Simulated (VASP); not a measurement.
# Au (Cmcm) in VASP: notebook, part 2 of 2

VASP 6.6.1. Earlier steps stand in the parts before.

## (3) Single point, r2SCAN

This run uses another cell than the first one, of 18.36 Å³/atom, 1.020 times its volume.

The input, POSCAR:

```
Au
1.0
    1.4298819627     -2.5895675798      0.0000000000
    1.4298819627      2.5895675798      0.0000000000
    0.0000000000      0.0000000000      4.9575608049
Au
2
Direct
    0.3346720300      0.6653279700      0.2500000000
    0.6653279700      0.3346720300      0.7500000000
```

The input, INCAR.step1:

```
SYSTEM = Au
PREC = Accurate
ENCUT = 520
ISMEAR = -1
SIGMA = 0.05
LREAL = .FALSE.
LASPH = .TRUE.
NELM = 100
NBANDS = 18
GGA = PE
ALGO = Normal
EDIFF = 1E-4
LWAVE = .TRUE.
LCHARG = .FALSE.
```

The input, INCAR.step2:

```
SYSTEM = Au
PREC = Accurate
ENCUT = 520
EDIFF = 1E-6
ISMEAR = -1
SIGMA = 0.05
LREAL = .FALSE.
LASPH = .TRUE.
NELM = 100
ALGO = Normal
ISIF = 2
LWAVE = .FALSE.
LCHARG = .TRUE.
METAGGA = R2SCAN
LMIXTAU = .TRUE.
LELF = .TRUE.
LVHAR = .TRUE.
NBANDS = 18
ISTART = 1
```

The input, KPOINTS:

```
Automatic mesh
0
G
  11 11 6
  0 0 0
```

Potentials or basis: VASP PAW PBE potentials, release 64 (Au).

Started as:

```bash
cat potpaw_PBE.64/Au/POTCAR > POTCAR
cp INCAR.step1 INCAR
mpirun -np 1 vasp_std > vasp.out
cp INCAR.step2 INCAR
mpirun -np 1 vasp_std > vasp.out
```

OUTCAR:

```text
SYSTEM = Au
   PREC = Accurate
   ENCUT = 520
   EDIFF = 1E-6
   ISMEAR = -1
   LREAL = .FALSE.
   LASPH = .TRUE.
   NELM = 100
   ISIF = 2
   METAGGA = R2SCAN
   ISTART = 1

 ion  position               nearest neighbor table
   1  0.335  0.665  0.250-   2 2.99   2 2.99   2 2.99   2 2.99   2 3.01   2 3.01
   2  0.665  0.335  0.750-   1 2.99   1 2.99   1 2.99   1 2.99   1 3.01   1 3.01

  LATTYP: Found a base centered orthorhombic cell.
 ALAT       =     2.8597639254
 B/A-ratio  =     1.8110359088
 C/A-ratio  =     1.7335559627

  Lattice vectors:

 A1 = (   1.4298819627,  -2.5895675798,   0.0000000000)
 A2 = (   1.4298819627,   2.5895675798,   0.0000000000)
 A3 = (   0.0000000000,   0.0000000000,   4.9575608049)

Analysis of symmetry for initial positions (statically):
=====================================================================
 Subroutine PRICEL returns:
 Original cell was already a primitive cell.

 Routine SETGRP: Setting up the symmetry group for a
 base centered orthorhombic supercell.

 Subroutine GETGRP returns: Found  8 space group operations
 (whereof  4 operations were pure point group operations)
 out of a pool of  8 trial point group operations.

The static configuration has the point symmetry C_2h.
 The point group associated with its full space group is D_2h.

Analysis of symmetry for dynamics (positions and initial velocities):
=====================================================================
 Subroutine PRICEL returns:
 Original cell was already a primitive cell.

 Routine SETGRP: Setting up the symmetry group for a
 base centered orthorhombic supercell.

 Subroutine GETGRP returns: Found  8 space group operations
 (whereof  4 operations were pure point group operations)
 out of a pool of  8 trial point group operations.

The dynamic configuration has the point symmetry C_2h.
 The point group associated with its full space group is D_2h.

 Subroutine INISYM returns: Found  8 space group operations
 (whereof  4 operations are pure point group operations),
 and found     1 'primitive' translations

----------------------------------------------------------------------------------------

                                     Primitive cell

  volume of cell :      36.7135

  direct lattice vectors                    reciprocal lattice vectors
     1.429881963 -2.589567580  0.000000000     0.349679213 -0.193082430  0.000000000
     1.429881963  2.589567580  0.000000000     0.349679213  0.193082430  0.000000000
     0.000000000  0.000000000  4.957560805     0.000000000  0.000000000  0.201712100

  length of vectors
     2.958111336  2.958111336  4.957560805     0.399445086  0.399445086  0.201712100

  position of ions in fractional coordinates (direct lattice)
     0.334672030  0.665327970  0.250000000
     0.665327970  0.334672030  0.750000000

  ion indices of the primitive-cell ions
   primitive index   ion index
                 1           1
                 2           2

----------------------------------------------------------------------------------------

 KPOINTS: Automatic mesh

Automatic generation of k-mesh.
 Grid dimensions read from file:
 generate k-points for:   11   11    6

 Generating k-lattice:

  Cartesian coordinates                     Fractional coordinates (reciprocal lattice)
     0.031789019 -0.017552948  0.000000000     0.090909091  0.000000000  0.000000000
     0.031789019  0.017552948  0.000000000     0.000000000  0.090909091  0.000000000
     0.000000000  0.000000000  0.033618683     0.000000000  0.000000000  0.166666667

  Length of vectors
     0.036313190  0.036313190  0.033618683

  Shift w.r.t. Gamma in fractional coordinates (k-lattice)
     0.000000000  0.000000000  0.000000000

 Subroutine IBZKPT returns following result:
 ===========================================

 Found    144 irreducible k-points:

 Following reciprocal coordinates:
            Coordinates               Weight
  0.000000  0.000000  0.000000      1.000000
  0.090909 -0.000000  0.000000      4.000000
  0.181818  0.000000  0.000000      4.000000
  0.272727  0.000000  0.000000      4.000000
  0.363636 -0.000000  0.000000      4.000000
  0.454545 -0.000000  0.000000      4.000000
[... 16 lines left out ...]
 -0.272727  0.181818  0.000000      4.000000
 -0.181818  0.181818  0.000000      2.000000
 [... further k-points ...]
   k-points           NKPTS =    144   k-points in BZ     NKDIM =    144   number of bands    NBANDS=     18
   number of dos      NEDOS =    301   number of ions     NIONS =      2
   total plane-waves  NPLWV =  23040
   dimension x,y,z NGX =    24 NGY =   24 NGZ =   40
   dimension x,y,z NGXF=    48 NGYF=   48 NGZF=   80
   ions per type =               2
   NGX,Y,Z   is equivalent  to a cutoff of  13.49, 13.49, 13.41 a.u.
   NGXF,Y,Z  is equivalent  to a cutoff of  26.98, 26.98, 26.83 a.u.
 SYSTEM =  Au
   PREC   = accura    normal or accurate (medium, high low for compatibility)
   ISTART =      1    job   : 0-new  1-cont  2-samecut
   ICHARG =      0    charge: 1-file 2-atom 10-const
   ISPIN  =      1    spin polarized calculation?
   LNONCOLLINEAR =      F non collinear calculations
   LSORBIT =      F    spin-orbit coupling
   LASPH  =      T    aspherical Exc in radial PAW
   ENCUT  =  520.0 eV  38.22 Ry    6.18 a.u.   5.50  5.50  9.22*2*pi/ulx,y,z
   NELM   =    100;   NELMIN=  2; NELMDL=  0     # of ELM steps
   EDIFF  = 0.1E-05   stopping-criterion for ELM
   LREAL  =      F    real-space projection
   EDIFFG = 0.1E-04   stopping-criterion for IOM
   NSW    =      0    number of steps for IOM
   IBRION =     -1    ionic relax: 0-MD 1-quasi-New 2-CG
   NFREE  =      0    steps in history (QN), initial steepest desc. (CG)
   ISIF   =      2    stress and relaxation
   ISYM   =      2    0-nonsym 1-usesym 2-fastsym
   POTIM  = 0.5000    time-step for ionic-motion
   TEBEG  =    0.0;   TEEND  =   0.0 temperature during run
   PSTRESS=    0.0 pullay stress
   NELECT =      22.0000    total number of electrons
   NUPDOWN=      -1.0000    fix difference up-down
   EMIN   =  10.00;   EMAX   =-10.00  energy-range for DOS
   EFERMI =   0.00;   METHOD = LEGACY
   ISMEAR =    -1;   SIGMA  =   0.05  broadening in eV -4-tet -1-fermi 0-gaus
   EFERMI_NEDOS =   21; number of points for ismear=-14 and -15
   IALGO  =     38    algorithm
   IMIX   =      4    mixing-type and parameters
     AMIX     =   0.40;   BMIX     =  1.00
     AMIX_MAG =   1.60;   BMIX_MAG =  1.00
  volume/ion in A,a.u.               =      18.36       123.88
  Fermi-wavevector in a.u.,A,eV,Ry     =   1.380195  2.608191 25.918272  1.904939
  Thomas-Fermi vector in A             =   2.505095
   LORBIT       =      0    0 simple, 1 ext, 2 COOP (PROOUT), +10 PAW based schemes
   METAGGA = R2SCAN    functional components
   LHFCALC =     F    Hartree Fock is set to
   AEXX    =    0.0000 exact exchange contribution
   IVDW    =     0    specifies the selected vdW correction
   LEPSILON=     F    determine dielectric tensor
   LRPA    =     F    only Hartree local field effects (RPA)
 non-spin polarized calculation
  energy-cutoff  :      520.00
  volume of cell :       36.71
 maximum number of plane-waves:      1018
 NGX is ok and might be reduce to    24
   NGX = 11   NGY = 11   NGZ = 19

 number of electron      22.0000003 magnetization

 Free energy of the ion-electron system (eV)
  ---------------------------------------------------
  ext. energy  EPLUGINS =         0.00000000
  ---------------------------------------------------
  free energy    TOTEN  =      -101.14850834 eV

  energy without entropy =     -101.14173447  energy(sigma->0) =     -101.14512140

 E-fermi :   8.0976     XC(G=0): -13.1002

 val. band max:        8.0882718180   @ k =  -0.4545   0.0909   0.5000
 cond. band min:       8.1044994213   @ k =  -0.1818   0.1818   0.1667
 fundamental gap:      0.0162276033
 Fermi energy:         8.0975981522

 k-point     1 :       0.0000    0.0000    0.0000
  band No.  band energies     occupation
      1      -1.1589      2.00000
      2       1.0951      2.00000
      3       3.3467      2.00000
      4       3.4021      2.00000
      5       3.7148      2.00000
      6       3.9523      2.00000
[... 10 lines left out ...]
     17      26.4319      0.00000
     18      27.3649      0.00000
[... 463 lines left out ...]
 k-point    24 :      -0.1818    0.1818    0.0000
  band No.  band energies     occupation
      1      -0.2423      2.00000
      2       1.6999      2.00000
      3       3.0566      2.00000
      4       3.4012      2.00000
      5       3.7647      2.00000
      6       4.0711      2.00000
[... 10 lines left out ...]
     17      25.3315      0.00000
     18      25.6474      0.00000

 [... further k-points ...]
[... 5 lines left out ...]
  --------------------------------------------------------------------------------------
  -------------------------------------------------------------------------------------
  Total       -0.7956180     -1.5818310     -1.3475787      0.0000000     -0.0000000      0.0000000
  in kB      -34.7207975    -69.0311621    -58.8083823      0.0000000     -0.0000000      0.0000000
  external PRESSURE =     -54.1867806 kB  Pullay stress =       0.0000000 kB

 VOLUME and BASIS-vectors are now :
 -----------------------------------------------------------------------------
  energy-cutoff  :      520.00
  volume of cell :       36.71
      direct lattice vectors                 reciprocal lattice vectors
     1.429881963 -2.589567580  0.000000000     0.349679213 -0.193082430  0.000000000
     1.429881963  2.589567580  0.000000000     0.349679213  0.193082430  0.000000000
     0.000000000  0.000000000  4.957560805     0.000000000  0.000000000  0.201712100

 POSITION                                       TOTAL-FORCE (eV/Angst)
 -----------------------------------------------------------------------------------
      1.42988      0.85626      1.23939         0.000000     -0.000755      0.000000
      1.42988     -0.85626      3.71817         0.000000      0.000755     -0.000000
 -----------------------------------------------------------------------------------
    total drift:                               -0.000000     -0.000000     -0.000000

  FREE ENERGIE OF THE ION-ELECTRON SYSTEM (eV)
  ---------------------------------------------------
  free  energy   TOTEN  =      -101.1485083403 eV

  energy  without entropy=     -101.1417344687  energy(sigma->0) =     -101.14512140
```

Wall time 2.7 min (1 thread of Intel Xeon Platinum 8375C at 2.90GHz (Ice Lake), shared host); peak memory 0.22 GiB.

What came out:

```
Free energy            : -101.1485 eV
Pressure               : -5.4 GPa
Band gap on the k mesh : zero (band 11 reaches 11.87 eV, above the bottom of band 12 at 5.46 eV)
```

Caveat: the PAW data sets were made with another functional, which shifts forces and pressure a little; spin-orbit coupling is left out, which moves the levels of the heavy elements.

## (4) Single point, r2SCAN

This run uses another cell than the first one, of 18.71 Å³/atom, 1.039 times its volume.

The input, POSCAR:

```
Au
1.0
    1.4389897367     -2.6060620855      0.0000000000
    1.4389897367      2.6060620855      0.0000000000
    0.0000000000      0.0000000000      4.9891384766
Au
2
Direct
    0.3346720300      0.6653279700      0.2500000000
    0.6653279700      0.3346720300      0.7500000000
```

The input, INCAR.step1:

```
PREC = Accurate ; ENCUT = 520
ISMEAR = -1 ; SIGMA = 0.05
LREAL = False ; LASPH = True
NELM = 80 ; NBANDS = 18
GGA = PE ; ALGO = Normal
EDIFF = 1E-4 ; LWAVE = True
LCHARG = False
```

The input, INCAR.step2:

```
PREC = Accurate ; ENCUT = 520
EDIFF = 1E-6 ; ISMEAR = -1
SIGMA = 0.05 ; LREAL = False
LASPH = True ; NELM = 80
ALGO = Normal ; ISIF = 2
LWAVE = False ; LCHARG = False
METAGGA = R2SCAN ; LMIXTAU = True
NBANDS = 18 ; ISTART = 1
```

The input, KPOINTS:

```
regular mesh
0
Gamma
  11 11 6
```

Started as:

```bash
cat potpaw_PBE.64/Au/POTCAR > POTCAR
cp INCAR.step1 INCAR
mpirun -np 1 vasp_std > vasp.out
cp INCAR.step2 INCAR
mpirun -np 1 vasp_std > vasp.out
```

It took 2.5 min on 1 thread of Intel Xeon Platinum 8375C at 2.90GHz (Ice Lake), shared host; peak memory 0.22 GiB.

The run converged. Its results:

```
Free energy            : -101.1201 eV
Pressure               : -7.6 GPa
Largest force          : 0.003 eV/Å
Band gap on the k mesh : zero (band 11 reaches 11.51 eV, above the bottom of band 12 at 5.20 eV)
```

Forces on the atoms (eV/Å):
```
Au   0.000  0.003  0.000
Au   0.000 -0.003  0.000
```

Stress tensor (GPa, compression positive):
```
-5.94  0.00  0.00
 0.00 -8.98  0.00
 0.00  0.00 -7.81
```

Levels at points of the mesh, in eV from the Fermi level:
```tsv
k point	band 9	band 10	band 11	band 12	band 13	band 14
(0.00, 0.00, 0.00)	-3.34	-2.30	-2.23	-0.54	2.22	15.39
(0.00, 0.00, 0.50)	-2.74	-2.74	-2.59	-2.59	10.32	10.32
```

Caveat: the PAW data sets were made with another functional, which shifts forces and pressure a little; spin-orbit coupling is left out, which moves the levels of the heavy elements.

## (5) Overview

| cell | gap on the mesh (eV) | pressure (GPa) |
| --- | --- | --- |
| a = 2.939, b = 2.939, c = 4.926 Å, angles 90.0, 90.0, 122.2°, 2 atoms | none | -2.9 |
| a = 2.958, b = 2.958, c = 4.958 Å, angles 90.0, 90.0, 122.2°, 2 atoms | none | -5.4 |
| a = 2.977, b = 2.977, c = 4.989 Å, angles 90.0, 90.0, 122.2°, 2 atoms | none | -7.6 |

Alike in all rows: task single point; level r2SCAN; potentials or basis VASP PAW PBE potentials, release 64 (Au); no spin polarisation; k mesh 11 × 11 × 6; cutoff (eV) 520; smearing fermi-dirac 0.05 eV.

Caveats: the PAW data sets were made with another functional, which shifts forces and pressure a little; spin-orbit coupling is left out, which moves the levels of the heavy elements.

Absolute energies hang on the potentials; compare differences alone.
